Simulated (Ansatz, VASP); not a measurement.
# NaF in VASP and in Ansatz

Contents of POSCAR:

```
NaF
1.0
    0.0000000000      2.5312613675      2.5312613675
    2.5312613675      0.0000000000      2.5312613675
    2.5312613675      2.5312613675      0.0000000000
Na F
1 1
Direct
    0.0000000000      0.0000000000      0.0000000000
    0.2500000000      0.2500000000      0.2500000000
```

INCAR.step1

```
PREC = Accurate ; ENCUT = 520
ISMEAR = 0 ; SIGMA = 0.01
LREAL = False ; LASPH = True
NELM = 80 ; NBANDS = 14
GGA = PE ; ALGO = Normal
EDIFF = 1E-4 ; LWAVE = True
LCHARG = False
```

Contents of INCAR.step2:

```
PREC = Accurate ; ENCUT = 520
EDIFF = 1E-6 ; ISMEAR = 0
SIGMA = 0.01 ; LREAL = False
LASPH = True ; NELM = 80
ALGO = Normal ; ISIF = 2
LWAVE = False ; LCHARG = False
METAGGA = R2SCAN ; LMIXTAU = True
NBANDS = 14 ; ISTART = 1
```

KPOINTS

```
Automatic mesh
0
Gamma
  8 8 8
```

Input for Ansatz:

```yaml
crystal:
  lattice:
    - [0.0, 2.5312613675, 2.5312613675]
    - [2.5312613675, 0.0, 2.5312613675]
    - [2.5312613675, 2.5312613675, 0.0]
  atoms:
    - { symbol: Na, position: [0.0, 0.0, 0.0] }
    - { symbol: F, position: [0.25, 0.25, 0.25] }
kpoints:
  mp_grid: { grid: [8, 8, 8] }
  band_path:
    path:
      - [0.0, 0.0, 0.0]
      - [-0.5, -0.5, 0.0]
      - [-0.375, -0.375, 0.25]
      - [-0.375, 0.0, 0.375]
      - [0.0, 0.0, 0.5]
      - [-0.5, -0.25, 0.25]
      - [-0.072917, 0.0, 0.072917]
    npoints: 1
hamiltonian:
  xc: r2scan
scf:
  occupations: { method: fixed }
  n_extra_bands: 4
output:
  forces: true
  stress: true
  eigenvalues: true
```

Alike in both runs: task single point; functional r2SCAN; k mesh 8 × 8 × 8; no spin polarisation.

```csv
,VASP,Ansatz
version,VASP 6.6.1,Ansatz 0.2.0
potentials or method,"VASP PAW PBE potentials, release 64 (Na_pv, F)","plane waves, PAW"
plane-wave cutoff (eV),520,500
occupations,"gaussian, width 0.01 eV",fixed
valence electrons in the cell,14,16
```

```tsv
	VASP	Ansatz	Ansatz less VASP
gap on the k mesh at the Fermi level (eV)	6.27	6.26	-0.017
pressure (GPa)	-0.3	0.0	+0.35
```

VASP's potentials were made for PBE, not for r2SCAN. VASP's potentials hold 14 valence electrons a cell and Ansatz's 16, so a difference there can come from the potentials and not from the codes.
